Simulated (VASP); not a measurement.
Write the native input for VASP 6.6.1 that does the following.

```
Task                   : single point
Functional             : LDA
Potentials or basis    : VASP PAW LDA potentials, release 64 (Ga_d, N_h)
Cutoff                 : 1330 eV
k mesh                 : 10 × 10 × 10
Occupations            : gaussian, width 0.01 eV
Spin                   : no spin polarisation
Dipole correction      : no
Further INCAR settings : ALGO = Normal; EDIFF = 1e-06; NBANDS = 16
```

The structure of GaN lies in POSCAR:

```
GaN
1.0
    2.1946664748      2.1946664748      0.0000000000
   -2.1946664748      2.1946664748      0.0000000000
    0.0000000000      2.1946664748      2.1946664748
Ga N
1 1
Direct
    0.0000000000      0.0000000000      0.0000000000
    0.2500000000      0.7500000000      0.5000000000
```

One way to write it, as run:

INCAR

```
SYSTEM = GaN
PREC = Accurate ; ENCUT = 1330
EDIFF = 1E-6 ; ISMEAR = 0
SIGMA = 0.01 ; LREAL = .FALSE.
LASPH = .TRUE. ; NELM = 120
ALGO = Normal ; ISIF = 2
LWAVE = .FALSE. ; LCHARG = .FALSE.
GGA = CA ; NBANDS = 16
GGA_COMPAT = .FALSE.
```

KPOINTS

```
regular mesh
0
G
  10 10 10
  0 0 0
```

Potentials or basis: VASP PAW LDA potentials, release 64 (Ga_d, N_h).

Command:

```sh
$ cat potpaw_LDA.64/Ga_d/POTCAR potpaw_LDA.64/N_h/POTCAR > POTCAR
$ mpirun -np 1 vasp_std > vasp.out
```

It gave:

| Quantity | Value |
| --- | --- |
| Pressure | 11.1 GPa |
| Band gap on the k mesh | 2.26 eV |

Caveat: the cell stands under pressure.

Run time: 54 s on 1 thread of Intel(R) Xeon(R) Platinum 8259CL CPU @ 2.50GHz (Skylake/Cascade Lake) (shared host), peak memory 0.24 GiB.
